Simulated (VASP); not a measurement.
# GaN (CsCl type) (Pm-3m) in VASP: notebook

The runs below take GaN (CsCl type) through single point, with PBE.

Everything below comes from runs of VASP 6.6.1. Logs are shortened: lines on timing, memory, paths and dates and some standing lists are left out, and cuts for length are marked.

## Step 1: The cell of the first run

The structure is cubic, space group Pm-3m (No. 221). Conventional cell: a = 2.364 Å, b = 2.364 Å, c = 2.364 Å, α = 90.00°, β = 90.00°, γ = 90.00°. Ga (site symmetry m-3m) has 8 N at 2.05 Å and 6 Ga at 2.36 Å within 2.7 Å. Within 2.7 Å of N (site symmetry m-3m) lie 8 Ga at 2.05 Å and 6 N at 2.36 Å.

## Step 2: Single point, PBE (volume scaled by 0.64)

INCAR reads:

```
SYSTEM = GaN
  PREC = Accurate
  ENCUT = 520
  EDIFF = 1E-7
  ISMEAR = -1
  SIGMA = 0.08
  LREAL = .FALSE.
  LASPH = .TRUE.
  NELM = 80
  ALGO = Normal
  ISIF = 2
  LWAVE = .FALSE.
  LCHARG = .FALSE.
  GGA = PE
  NBANDS = 16
```

KPOINTS reads:

```
regular mesh
0
G
  14 14 14
  0 0 0
```

POSCAR reads:

```
GaN
1.0
    2.3640202883      0.0000000000      0.0000000000
    0.0000000000      2.3640202883      0.0000000000
    0.0000000000      0.0000000000      2.3640202883
Ga N
1 1
Direct
    0.0000000000      0.0000000000      0.0000000000
    0.5000000000      0.5000000000      0.5000000000
```

Potentials or basis: VASP PAW PBE potentials, release 64 (Ga_d, N).

Run with:

```console
cat potpaw_PBE.64/Ga_d/POTCAR potpaw_PBE.64/N/POTCAR > POTCAR
mpirun -np 1 vasp_std > vasp.out
```

OUTCAR:

```text
SYSTEM = GaN
   PREC = Accurate
   ENCUT = 520
   EDIFF = 1E-7
   ISMEAR = -1
   LREAL = .FALSE.
   LASPH = .TRUE.
   NELM = 80
   ISIF = 2
   GGA = PE

 ion  position               nearest neighbor table
   1  0.000  0.000  0.000-   2 2.05   2 2.05   2 2.05   2 2.05   2 2.05   2 2.05   2 2.05   2 2.05

   2  0.500  0.500  0.500-   1 2.05   1 2.05   1 2.05   1 2.05   1 2.05   1 2.05   1 2.05   1 2.05

  LATTYP: Found a simple cubic cell.
 ALAT       =     2.3640202883

  Lattice vectors:

 A1 = (   2.3640202883,   0.0000000000,   0.0000000000)
 A2 = (   0.0000000000,   2.3640202883,   0.0000000000)
 A3 = (   0.0000000000,   0.0000000000,   2.3640202883)

Analysis of symmetry for initial positions (statically):
=====================================================================
 Subroutine PRICEL returns:
 Original cell was already a primitive cell.

 Routine SETGRP: Setting up the symmetry group for a
 simple cubic supercell.

 Subroutine GETGRP returns: Found 48 space group operations
 (whereof 48 operations were pure point group operations)
 out of a pool of 48 trial point group operations.

The static configuration has the point symmetry O_h .

Analysis of symmetry for dynamics (positions and initial velocities):
=====================================================================
 Subroutine PRICEL returns:
 Original cell was already a primitive cell.

 Routine SETGRP: Setting up the symmetry group for a
 simple cubic supercell.

 Subroutine GETGRP returns: Found 48 space group operations
 (whereof 48 operations were pure point group operations)
 out of a pool of 48 trial point group operations.

The dynamic configuration has the point symmetry O_h .

 Subroutine INISYM returns: Found 48 space group operations
 (whereof 48 operations are pure point group operations),
 and found     1 'primitive' translations

----------------------------------------------------------------------------------------

                                     Primitive cell

  volume of cell :      13.2115

  direct lattice vectors                    reciprocal lattice vectors
     2.364020288  0.000000000  0.000000000     0.423008214  0.000000000  0.000000000
     0.000000000  2.364020288  0.000000000     0.000000000  0.423008214  0.000000000
     0.000000000  0.000000000  2.364020288     0.000000000  0.000000000  0.423008214

  length of vectors
     2.364020288  2.364020288  2.364020288     0.423008214  0.423008214  0.423008214

  position of ions in fractional coordinates (direct lattice)
     0.000000000  0.000000000  0.000000000
     0.500000000  0.500000000  0.500000000

  ion indices of the primitive-cell ions
   primitive index   ion index
                 1           1
                 2           2

----------------------------------------------------------------------------------------

 KPOINTS: regular mesh

Automatic generation of k-mesh.
 Grid dimensions read from file:
 generate k-points for:   14   14   14

 Generating k-lattice:

  Cartesian coordinates                     Fractional coordinates (reciprocal lattice)
     0.030214872  0.000000000  0.000000000     0.071428571  0.000000000  0.000000000
     0.000000000  0.030214872  0.000000000     0.000000000  0.071428571  0.000000000
     0.000000000  0.000000000  0.030214872     0.000000000  0.000000000  0.071428571

  Length of vectors
     0.030214872  0.030214872  0.030214872

  Shift w.r.t. Gamma in fractional coordinates (k-lattice)
     0.000000000  0.000000000  0.000000000

 Subroutine IBZKPT returns following result:
 ===========================================

 Found    120 irreducible k-points:

 Following reciprocal coordinates:
            Coordinates               Weight
  0.000000  0.000000  0.000000      1.000000
  0.071429  0.000000  0.000000      6.000000
  0.142857  0.000000  0.000000      6.000000
  0.214286  0.000000  0.000000      6.000000
  0.285714  0.000000  0.000000      6.000000
  0.357143  0.000000  0.000000      6.000000
[... 16 lines left out ...]
  0.285714  0.214286  0.000000     24.000000
  0.357143  0.214286  0.000000     24.000000
 [... further k-points ...]
   k-points           NKPTS =    120   k-points in BZ     NKDIM =    120   number of bands    NBANDS=     16
   number of dos      NEDOS =    301   number of ions     NIONS =      2
   total plane-waves  NPLWV =   5832
   dimension x,y,z NGX =    18 NGY =   18 NGZ =   18
   dimension x,y,z NGXF=    36 NGYF=   36 NGZF=   36
   ions per type =               1   1
   NGX,Y,Z   is equivalent  to a cutoff of  12.66, 12.66, 12.66 a.u.
   NGXF,Y,Z  is equivalent  to a cutoff of  25.32, 25.32, 25.32 a.u.
 SYSTEM =  GaN
   PREC   = accura    normal or accurate (medium, high low for compatibility)
   ISTART =      0    job   : 0-new  1-cont  2-samecut
   ICHARG =      2    charge: 1-file 2-atom 10-const
   ISPIN  =      1    spin polarized calculation?
   LNONCOLLINEAR =      F non collinear calculations
   LSORBIT =      F    spin-orbit coupling
   LASPH  =      T    aspherical Exc in radial PAW
   ENCUT  =  520.0 eV  38.22 Ry    6.18 a.u.   4.40  4.40  4.40*2*pi/ulx,y,z
   NELM   =     80;   NELMIN=  2; NELMDL= -5     # of ELM steps
   EDIFF  = 0.1E-06   stopping-criterion for ELM
   LREAL  =      F    real-space projection
   EDIFFG = 0.1E-05   stopping-criterion for IOM
   NSW    =      0    number of steps for IOM
   IBRION =     -1    ionic relax: 0-MD 1-quasi-New 2-CG
   NFREE  =      0    steps in history (QN), initial steepest desc. (CG)
   ISIF   =      2    stress and relaxation
   ISYM   =      2    0-nonsym 1-usesym 2-fastsym
   POTIM  = 0.5000    time-step for ionic-motion
   TEBEG  =    0.0;   TEEND  =   0.0 temperature during run
   PSTRESS=    0.0 pullay stress
   NELECT =      18.0000    total number of electrons
   NUPDOWN=      -1.0000    fix difference up-down
   EMIN   =  10.00;   EMAX   =-10.00  energy-range for DOS
   EFERMI =   0.00;   METHOD = LEGACY
   ISMEAR =    -1;   SIGMA  =   0.08  broadening in eV -4-tet -1-fermi 0-gaus
   EFERMI_NEDOS =   21; number of points for ismear=-14 and -15
   IALGO  =     38    algorithm
   IMIX   =      4    mixing-type and parameters
     AMIX     =   0.40;   BMIX     =  1.00
     AMIX_MAG =   1.60;   BMIX_MAG =  1.00
  volume/ion in A,a.u.               =       6.61        44.58
  Fermi-wavevector in a.u.,A,eV,Ry     =   1.814880  3.429625 44.814702  3.293788
  Thomas-Fermi vector in A             =   2.872617
   LORBIT       =      0    0 simple, 1 ext, 2 COOP (PROOUT), +10 PAW based schemes
   GGA     = PE    functional components
   LHFCALC =     F    Hartree Fock is set to
   AEXX    =    0.0000 exact exchange contribution
   IVDW    =     0    specifies the selected vdW correction
   LEPSILON=     F    determine dielectric tensor
   LRPA    =     F    only Hartree local field effects (RPA)
 non-spin polarized calculation
  energy-cutoff  :      520.00
  volume of cell :       13.21
 maximum number of plane-waves:       368
 NGX is ok and might be reduce to    18
   NGX =  9   NGY =  9   NGZ =  9

 number of electron      17.9999988 magnetization

 Free energy of the ion-electron system (eV)
  ---------------------------------------------------
  ext. energy  EPLUGINS =         0.00000000
  ---------------------------------------------------
  free energy    TOTEN  =        -6.07335654 eV

  energy without entropy =       -6.05814464  energy(sigma->0) =       -6.06575059

 E-fermi :  14.6521     XC(G=0): -15.4141

 val. band max:       14.6505384451   @ k =   0.4286   0.1429   0.0000
 cond. band min:      14.6689190376   @ k =   0.4286   0.4286   0.0714
 fundamental gap:      0.0183805925
 Fermi energy:        14.6521064234

 k-point     1 :       0.0000    0.0000    0.0000
  band No.  band energies     occupation
      1      -8.0537      2.00000
      2      -2.3896      2.00000
      3      -2.3896      2.00000
      4      -0.9536      2.00000
      5      -0.9536      2.00000
      6      -0.9536      2.00000
[... 8 lines left out ...]
     15      34.8841      0.00000
     16      47.4141      0.00000

 k-point     2 :       0.0714    0.0000    0.0000
  band No.  band energies     occupation
      1      -7.9341      2.00000
      2      -2.3812      2.00000
      3      -2.3572      2.00000
      4      -0.9844      2.00000
      5      -0.9844      2.00000
      6      -0.9513      2.00000
[... 8 lines left out ...]
     15      34.8922      0.00000
     16      45.4121      0.00000

 k-point     3 :       0.1429    0.0000    0.0000
  band No.  band energies     occupation
      1      -7.5792      2.00000
      2      -2.3578      2.00000
      3      -2.2689      2.00000
      4      -1.0696      2.00000
      5      -1.0696      2.00000
      6      -0.9448      2.00000
[... 8 lines left out ...]
     15      35.2103      0.00000
     16      42.5273      0.00000

 k-point     4 :       0.2143    0.0000    0.0000
  band No.  band energies     occupation
      1      -7.0017      2.00000
      2      -2.3237      2.00000
      3      -2.1528      2.00000
      4      -1.1894      2.00000
      5      -1.1894      2.00000
      6      -0.9356      2.00000
[... 8 lines left out ...]
     15      36.4636      0.00000
     16      39.8105      0.00000
[... 324 lines left out ...]
 k-point    22 :       0.2143    0.2143    0.0000
  band No.  band energies     occupation
      1      -6.0702      2.00000
      2      -2.2105      2.00000
      3      -1.9050      2.00000
      4      -1.3202      2.00000
      5      -1.1904      2.00000
      6      -1.0963      2.00000
[... 8 lines left out ...]
     15      38.4910      0.00000
     16      40.0929      0.00000

 k-point    23 :       0.2857    0.2143    0.0000
  band No.  band energies     occupation
      1      -5.4296      2.00000
      2      -2.1898      2.00000
      3      -1.7675      2.00000
      4      -1.2827      2.00000
      5      -1.2719      2.00000
      6      -1.1033      2.00000
[... 8 lines left out ...]
     15      39.6099      0.00000
     16      40.3143      0.00000

 k-point    24 :       0.3571    0.2143    0.0000
  band No.  band energies     occupation
      1      -4.7523      2.00000
      2      -2.1813      2.00000
      3      -1.7155      2.00000
      4      -1.3640      2.00000
      5      -1.0887      2.00000
      6      -1.0664      2.00000
[... 8 lines left out ...]
     15      39.6791      0.00000
     16      40.4861      0.00000

 [... further k-points ...]
[... 5 lines left out ...]
  --------------------------------------------------------------------------------------
  -------------------------------------------------------------------------------------
  Total       15.3230833     15.3230833     15.3230833     -0.0000000     -0.0000000      0.0000000
  in kB     1858.2457420   1858.2457420   1858.2457420     -0.0000000     -0.0000000      0.0000000
  external PRESSURE =    1858.2457420 kB  Pullay stress =       0.0000000 kB

 VOLUME and BASIS-vectors are now :
 -----------------------------------------------------------------------------
  energy-cutoff  :      520.00
  volume of cell :       13.21
      direct lattice vectors                 reciprocal lattice vectors
     2.364020288  0.000000000  0.000000000     0.423008214  0.000000000  0.000000000
     0.000000000  2.364020288  0.000000000     0.000000000  0.423008214  0.000000000
     0.000000000  0.000000000  2.364020288     0.000000000  0.000000000  0.423008214

 POSITION                                       TOTAL-FORCE (eV/Angst)
 -----------------------------------------------------------------------------------
      0.00000      0.00000      0.00000         0.000000      0.000000      0.000000
      1.18201      1.18201      1.18201         0.000000      0.000000      0.000000
 -----------------------------------------------------------------------------------
    total drift:                                0.000000     -0.000000      0.000000

  FREE ENERGIE OF THE ION-ELECTRON SYSTEM (eV)
  ---------------------------------------------------
  free  energy   TOTEN  =        -6.0733565436 eV

  energy  without entropy=       -6.0581446446  energy(sigma->0) =       -6.06575059
```

Run time: 24 s. Hardware: 1 thread of Intel Xeon Platinum 8259CL at 2.50GHz (Skylake/Cascade Lake), shared host; peak memory 0.14 GiB.

Results:

```
Free energy            : -6.0734 eV
Pressure               : 185.8 GPa
Band gap on the k mesh : zero (band 9 reaches 14.94 eV, above the bottom of band 10 at 13.18 eV)
```

Levels at points of the mesh, in eV from the Fermi level:
| k point | band 7 | band 8 | band 9 | band 10 | band 11 | band 12 |
| --- | --- | --- | --- | --- | --- | --- |
| (0.00, 0.00, 0.00) | -2.48 | -2.48 | -2.48 | 2.60 | 10.96 | 10.96 |
| (0.50, 0.00, 0.00) | -12.31 | 0.07 | 0.07 | 6.89 | 9.22 | 13.92 |
| (0.50, 0.50, 0.00) | -10.10 | -10.10 | -2.20 | 0.40 | 11.89 | 11.89 |
| (0.50, 0.50, 0.50) | -4.51 | -4.51 | -4.51 | 0.69 | 0.69 | 0.69 |

[end of part 1 of 2]
